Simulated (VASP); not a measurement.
Crystal: KCl.

```
CELL_PARAMETERS angstrom
0.00000 3.50728 3.50728
3.50728 0.00000 3.50728
3.50728 3.50728 0.00000
ATOMIC_POSITIONS crystal
K 0.00000 0.00000 0.00000
Cl 0.25000 0.25000 0.25000
```

Base run:

| Item | Value |
| --- | --- |
| Program | VASP 6.6.1 |
| Functional | r2SCAN |
| Potentials or basis | VASP PAW PBE potentials, release 64 (K_sv, Cl) |
| Cutoff | 520 eV |
| k mesh | 4 × 4 × 4 |
| Occupations | gaussian, width 0.01 eV |
| Spin | no spin polarisation |

Its results: band gap on the k mesh 5.35 eV, indirect (least direct gap 5.39 eV); pressure 0.0 GPa.

Question: The run is repeated on the same cell with these changes: functional from r2SCAN to PBE; further incar settings from ALGO = Normal; EDIFF = 1e-06; NBANDS = 15 to ALGO = Normal; EDIFF = 1e-07; NBANDS = 15. What comes out?

Answer: Band gap on the k mesh 4.77 eV, indirect (least direct gap 4.81 eV); pressure 0.3 GPa.

Caveats: the PAW data sets were made with another functional, which shifts forces and pressure a little (some runs).

A k mesh can miss the band edges.
